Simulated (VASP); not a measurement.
# SbP (rocksalt type) (Fm-3m) in VASP: a series of runs, part 2 of 2

VASP 6.6.1.

## 4. Electric field gradients, PBE (volume scaled by 1.02)

File INCAR:

```
  PREC = Accurate
  ENCUT = 520
  EDIFF = 1E-8
  ISMEAR = -1
  SIGMA = 0.05
  LREAL = False
  LASPH = True
  NELM = 80
  ALGO = Normal
  ISIF = 2
  LWAVE = False
  LCHARG = False
  GGA = PE
  LEFG = True
  NBANDS = 12
```

File KPOINTS:

```
regular mesh
0
Gamma
  11 11 11
```

File POSCAR:

```
SbP
1.0
    0.0000000000      2.8363931505      2.8363931505
    2.8363931505      0.0000000000      2.8363931505
    2.8363931505      2.8363931505      0.0000000000
Sb P
1 1
Direct
    0.0000000000      0.0000000000      0.0000000000
    0.5000000000      0.5000000000      0.5000000000
```

Potentials or basis: VASP PAW PBE potentials, release 64 (Sb, P).

Run with:

```sh
cat potpaw_PBE.64/Sb/POTCAR potpaw_PBE.64/P/POTCAR > POTCAR
mpirun -np 1 vasp_std > vasp.out
```

OUTCAR:

```text
PREC = Accurate
   ENCUT = 520
   EDIFF = 1E-8
   ISMEAR = -1
   LREAL = False
   LASPH = True
   NELM = 80
   ISIF = 2
   GGA = PE

 ion  position               nearest neighbor table
   1  0.000  0.000  0.000-   2 2.84   2 2.84   2 2.84   2 2.84   2 2.84   2 2.84
   2  0.500  0.500  0.500-   1 2.84   1 2.84   1 2.84   1 2.84   1 2.84   1 2.84

  LATTYP: Found a face centered cubic cell.
 ALAT       =     5.6727863010

  Lattice vectors:

 A1 = (   0.0000000000,   2.8363931505,   2.8363931505)
 A2 = (   2.8363931505,   0.0000000000,   2.8363931505)
 A3 = (   2.8363931505,   2.8363931505,   0.0000000000)

Analysis of symmetry for initial positions (statically):
=====================================================================
 Subroutine PRICEL returns:
 Original cell was already a primitive cell.

 Routine SETGRP: Setting up the symmetry group for a
 face centered cubic supercell.

 Subroutine GETGRP returns: Found 48 space group operations
 (whereof 48 operations were pure point group operations)
 out of a pool of 48 trial point group operations.

The static configuration has the point symmetry O_h .

Analysis of symmetry for dynamics (positions and initial velocities):
=====================================================================
 Subroutine PRICEL returns:
 Original cell was already a primitive cell.

 Routine SETGRP: Setting up the symmetry group for a
 face centered cubic supercell.

 Subroutine GETGRP returns: Found 48 space group operations
 (whereof 48 operations were pure point group operations)
 out of a pool of 48 trial point group operations.

The dynamic configuration has the point symmetry O_h .

 Subroutine INISYM returns: Found 48 space group operations
 (whereof 48 operations are pure point group operations),
 and found     1 'primitive' translations

----------------------------------------------------------------------------------------

                                     Primitive cell

  volume of cell :      45.6383

  direct lattice vectors                    reciprocal lattice vectors
     0.000000000  2.836393151  2.836393151    -0.176280217  0.176280217  0.176280217
     2.836393151  0.000000000  2.836393151     0.176280217 -0.176280217  0.176280217
     2.836393151  2.836393151  0.000000000     0.176280217  0.176280217 -0.176280217

  length of vectors
     4.011265662  4.011265662  4.011265662     0.305326292  0.305326292  0.305326292

  position of ions in fractional coordinates (direct lattice)
     0.000000000  0.000000000  0.000000000
     0.500000000  0.500000000  0.500000000

  ion indices of the primitive-cell ions
   primitive index   ion index
                 1           1
                 2           2

----------------------------------------------------------------------------------------

 KPOINTS: regular mesh

Automatic generation of k-mesh.
 Grid dimensions read from file:
 generate k-points for:   11   11   11

 Generating k-lattice:
[... 79 lines left out ...]
   IALGO  =     38    algorithm
   IMIX   =      4    mixing-type and parameters
     AMIX     =   0.40;   BMIX     =  1.00
     AMIX_MAG =   1.60;   BMIX_MAG =  1.00
  volume/ion in A,a.u.               =      22.82       153.99
  Fermi-wavevector in a.u.,A,eV,Ry     =   0.986957  1.865079 13.253230  0.974085
  Thomas-Fermi vector in A             =   2.118376
   LORBIT       =      0    0 simple, 1 ext, 2 COOP (PROOUT), +10 PAW based schemes
   GGA     = PE    functional components
   LHFCALC =     F    Hartree Fock is set to
   AEXX    =    0.0000 exact exchange contribution
   IVDW    =     0    specifies the selected vdW correction
   LEPSILON=     F    determine dielectric tensor
   LRPA    =     F    only Hartree local field effects (RPA)
 non-spin polarized calculation
  energy-cutoff  :      520.00
  volume of cell :       45.64
 maximum number of plane-waves:      1245
 NGX is ok and might be reduce to    30
   NGX = 15   NGY = 15   NGZ = 15

 number of electron      10.0000000 magnetization

 Free energy of the ion-electron system (eV)
  ---------------------------------------------------
  ext. energy  EPLUGINS =         0.00000000
  ---------------------------------------------------
  free energy    TOTEN  =        -9.26749322 eV

  energy without entropy =       -9.26458434  energy(sigma->0) =       -9.26603878

 E-fermi :   7.6849     XC(G=0): -10.1126

 val. band max:        7.6586041039   @ k =   0.4545   0.0000   0.0000
 cond. band min:       7.8319788667   @ k =  -0.4545   0.1818   0.0909
 fundamental gap:      0.1733747628
 Fermi energy:         7.6849399564

 k-point     1 :       0.0000    0.0000    0.0000
  band No.  band energies     occupation
      1      -5.9937      2.00000
      2       3.5128      2.00000
      3       5.7243      2.00000
      4       5.7243      2.00000
      5       5.7243      2.00000
      6      11.5668      0.00000
      7      11.5668      0.00000
      8      11.5668      0.00000
      9      12.7133      0.00000
     10      12.7133      0.00000
     11      12.7133      0.00000
     12      14.8066      0.00000
[... 331 lines left out ...]
 k-point    24 :      -0.1818    0.1818    0.0000
  band No.  band energies     occupation
      1      -4.8866      2.00000
      2       0.3088      2.00000
      3       4.0457      2.00000
      4       6.6494      2.00000
      5       7.9256      0.01611
      6       8.0201      0.00245
      7       8.2763      0.00001
      8      11.7631      0.00000
      9      13.5953      0.00000
     10      13.7663      0.00000
     11      16.4098      0.00000
     12      16.5654      0.00000

 [... further k-points ...]

------------------------ aborting loop because EDIFF is reached ----------------------------------------

  FORCE on cell =-STRESS in cart. coord.  units (eV):
  Direction    XX          YY          ZZ          XY          YZ          ZX
  --------------------------------------------------------------------------------------
  -------------------------------------------------------------------------------------
  Total       -0.4481357     -0.4481357     -0.4481357     -0.0000000     -0.0000000     -0.0000000
  in kB      -15.7322496    -15.7322496    -15.7322496     -0.0000000     -0.0000000     -0.0000000
  external PRESSURE =     -15.7322496 kB  Pullay stress =       0.0000000 kB

 VOLUME and BASIS-vectors are now :
 -----------------------------------------------------------------------------
  energy-cutoff  :      520.00
  volume of cell :       45.64
      direct lattice vectors                 reciprocal lattice vectors
     0.000000000  2.836393151  2.836393151    -0.176280217  0.176280217  0.176280217
     2.836393151  0.000000000  2.836393151     0.176280217 -0.176280217  0.176280217
     2.836393151  2.836393151  0.000000000     0.176280217  0.176280217 -0.176280217

 POSITION                                       TOTAL-FORCE (eV/Angst)
 -----------------------------------------------------------------------------------
      0.00000      0.00000      0.00000         0.000000     -0.000000     -0.000000
      2.83639      2.83639      2.83639        -0.000000      0.000000      0.000000
 -----------------------------------------------------------------------------------
    total drift:                               -0.000000     -0.000000      0.000000

  FREE ENERGIE OF THE ION-ELECTRON SYSTEM (eV)
  ---------------------------------------------------
  free  energy   TOTEN  =        -9.2674932239 eV

  energy  without entropy=       -9.2645843419  energy(sigma->0) =       -9.26603878

 Electric field gradients (V/A^2)
---------------------------------------------------------------------
 ion       V_xx      V_yy      V_zz      V_xy      V_xz      V_yz
---------------------------------------------------------------------
   1      -0.000     0.000     0.000     0.000     0.000     0.000
   2       0.000     0.000     0.000    -0.000    -0.000    -0.000
---------------------------------------------------------------------

 Electric field gradients after diagonalization (V/A^2)
 (convention: |V_zz| > |V_xx| > |V_yy|)
----------------------------------------------------------------------
 ion       V_xx      V_yy      V_zz     asymmetry (V_yy - V_xx)/ V_zz
----------------------------------------------------------------------
   1      -0.000    -0.000     0.000       0.000
   2       0.000     0.000    -0.000       0.000
----------------------------------------------------------------------

           NMR quadrupolar parameters

 Cq : quadrupolar parameter    Cq=e*Q*V_zz/h
 eta: asymmetry parameters     (V_yy - V_xx)/ V_zz
 Q  : nuclear electric quadrupole moment in mb (millibarn)
----------------------------------------------------------------------
 ion       Cq(MHz)       eta       Q (mb)
----------------------------------------------------------------------
   1       0.000       0.000       1.000
   2      -0.000       0.000       1.000
----------------------------------------------------------------------
```

It took 27 s on 1 thread of Intel Xeon Platinum 8488C (Sapphire Rapids), shared host; peak memory 0.18 GiB.

Results:

| Item | Value |
| --- | --- |
| Free energy | -9.2675 eV |
| Pressure | -1.6 GPa |
| Band gap on the k mesh | zero (band 5 reaches 7.93 eV, above the bottom of band 6 at 7.49 eV) |

Caveat: without QUAD_EFG the Cq values of the log hold for a quadrupole moment of 1 mb, not for the nuclei; spin-orbit coupling is left out, which moves the levels of the heavy elements.

## 5. Electric field gradients, PBE (volume scaled by 1.04)

File INCAR:

```
SYSTEM = SbP
PREC = Accurate
ENCUT = 520
EDIFF = 1E-8
ISMEAR = -1
SIGMA = 0.05
LREAL = .False.
LASPH = .True.
NELM = 100
ALGO = Normal
ISIF = 2
LWAVE = .False.
LCHARG = .False.
GGA = PE
LEFG = .True.
NBANDS = 12
```

File KPOINTS:

```
regular mesh
0
Gamma
  11 11 11
  0 0 0
```

File POSCAR:

```
SbP
1.0
    0.0000000000      2.8548118040      2.8548118040
    2.8548118040      0.0000000000      2.8548118040
    2.8548118040      2.8548118040      0.0000000000
Sb P
1 1
Direct
    0.0000000000      0.0000000000      0.0000000000
    0.5000000000      0.5000000000      0.5000000000
```

Potentials or basis: VASP PAW PBE potentials, release 64 (Sb, P).

Run with:

```sh
cat potpaw_PBE.64/Sb/POTCAR potpaw_PBE.64/P/POTCAR > POTCAR
mpirun -np 1 vasp_std > vasp.out
```

OUTCAR:

```text
SYSTEM = SbP
   PREC = Accurate
   ENCUT = 520
   EDIFF = 1E-8
   ISMEAR = -1
   LREAL = .False.
   LASPH = .True.
   NELM = 100
   ISIF = 2
   GGA = PE

 ion  position               nearest neighbor table
   1  0.000  0.000  0.000-   2 2.85   2 2.85   2 2.85   2 2.85   2 2.85   2 2.85
   2  0.500  0.500  0.500-   1 2.85   1 2.85   1 2.85   1 2.85   1 2.85   1 2.85

  LATTYP: Found a face centered cubic cell.
 ALAT       =     5.7096236080

  Lattice vectors:

 A1 = (   0.0000000000,   2.8548118040,   2.8548118040)
[... 575 lines left out ...]
  ---------------------------------------------------
  free  energy   TOTEN  =        -9.2550438450 eV

  energy  without entropy=       -9.2519892780  energy(sigma->0) =       -9.25351656

 Electric field gradients (V/A^2)
---------------------------------------------------------------------
 ion       V_xx      V_yy      V_zz      V_xy      V_xz      V_yz
---------------------------------------------------------------------
   1      -0.000     0.000     0.000     0.000     0.000     0.000
   2       0.000     0.000     0.000    -0.000    -0.000    -0.000
---------------------------------------------------------------------

 Electric field gradients after diagonalization (V/A^2)
 (convention: |V_zz| > |V_xx| > |V_yy|)
----------------------------------------------------------------------
 ion       V_xx      V_yy      V_zz     asymmetry (V_yy - V_xx)/ V_zz
----------------------------------------------------------------------
   1      -0.000    -0.000     0.000       0.000
   2       0.000     0.000    -0.000       0.000
----------------------------------------------------------------------

           NMR quadrupolar parameters

 Cq : quadrupolar parameter    Cq=e*Q*V_zz/h
 eta: asymmetry parameters     (V_yy - V_xx)/ V_zz
 Q  : nuclear electric quadrupole moment in mb (millibarn)
----------------------------------------------------------------------
 ion       Cq(MHz)       eta       Q (mb)
----------------------------------------------------------------------
   1       0.000       0.000       1.000
   2      -0.000       0.000       1.000
----------------------------------------------------------------------
```

OSZICAR:

```text
N       E                     dE             d eps       ncg     rms          rms(c)
DAV:   1     0.252333529452E+02    0.25233E+02   -0.37168E+03  1344   0.649E+02
DAV:   2    -0.790205553892E+01   -0.33135E+02   -0.32096E+02  1828   0.109E+02
DAV:   3    -0.942524198270E+01   -0.15232E+01   -0.15141E+01  1680   0.232E+01
DAV:   4    -0.943771503633E+01   -0.12473E-01   -0.12470E-01  1588   0.253E+00
DAV:   5    -0.943783361731E+01   -0.11858E-03   -0.11858E-03  1692   0.259E-01    0.388E+00
DAV:   6    -0.924948332870E+01    0.18835E+00   -0.86070E-01  1492   0.307E+00    0.231E+00
DAV:   7    -0.925412149416E+01   -0.46382E-02   -0.60374E-02  1636   0.124E+00    0.113E+00
DAV:   8    -0.925492708057E+01   -0.80559E-03   -0.48951E-03  1536   0.345E-01    0.158E-01
DAV:   9    -0.925499701067E+01   -0.69930E-04   -0.85107E-04  1584   0.138E-01    0.675E-02
DAV:  10    -0.925504280884E+01   -0.45798E-04   -0.10962E-04  1628   0.631E-02    0.165E-02
DAV:  11    -0.925504408168E+01   -0.12728E-05   -0.14976E-05  1668   0.155E-02    0.427E-03
DAV:  12    -0.925504377448E+01    0.30720E-06   -0.11330E-06  1596   0.675E-03    0.265E-03
DAV:  13    -0.925504369334E+01    0.81143E-07   -0.67396E-08  1660   0.130E-03    0.158E-03
DAV:  14    -0.925504379454E+01   -0.10120E-06   -0.81554E-09  1004   0.460E-04    0.571E-04
DAV:  15    -0.925504383830E+01   -0.43758E-07   -0.31287E-09   852   0.245E-04    0.762E-05
DAV:  16    -0.925504384855E+01   -0.10251E-07   -0.24657E-10   816   0.103E-04    0.445E-05
DAV:  17    -0.925504384500E+01    0.35427E-08   -0.30783E-11   824   0.345E-05
   1 F= -.92550438E+01 E0= -.92535166E+01  d E =-.305457E-02
```

stdout:

```text
POSCAR found type information on POSCAR SbP
 POSCAR found :  2 types and       2 ions
 scaLAPACK will be used
 LDA part: xc-table for (Slater+PW92), standard interpolation
 POSCAR, INCAR and KPOINTS ok, starting setup
 FFT: planning ... GRIDC
 FFT: planning ... GRID_SOFT
 FFT: planning ... GRID
 WAVECAR not read
 entering main loop
ion   1

ion   2
```

Wall time 31 s (1 thread of Intel Xeon Platinum 8488C (Sapphire Rapids), shared host); peak memory 0.18 GiB.

What came out:

* Free energy: -9.2550 eV
* Pressure: -2.9 GPa
* Band gap on the k mesh: zero (band 5 reaches 7.68 eV, above the bottom of band 6 at 7.26 eV)

Caveat: without QUAD_EFG the Cq values of the log hold for a quadrupole moment of 1 mb, not for the nuclei; spin-orbit coupling is left out, which moves the levels of the heavy elements.

## 6. The runs side by side

```csv
cell,gap on the mesh (eV),pressure (GPa)
"a = 3.985 Å, angles 60.0°, 2 atoms",none,-0.1
"a = 4.011 Å, angles 60.0°, 2 atoms",none,-1.6
"a = 4.037 Å, angles 60.0°, 2 atoms",none,-2.9
```

Alike in all rows: task electric field gradients; level PBE; potentials or basis VASP PAW PBE potentials, release 64 (Sb, P); no spin polarisation; k mesh 11 × 11 × 11; cutoff (eV) 520; smearing fermi-dirac 0.05 eV.

Caveats: spin-orbit coupling is left out, which moves the levels of the heavy elements.

Total energies depend on the potentials used, so only differences within one code and one set of settings carry meaning.
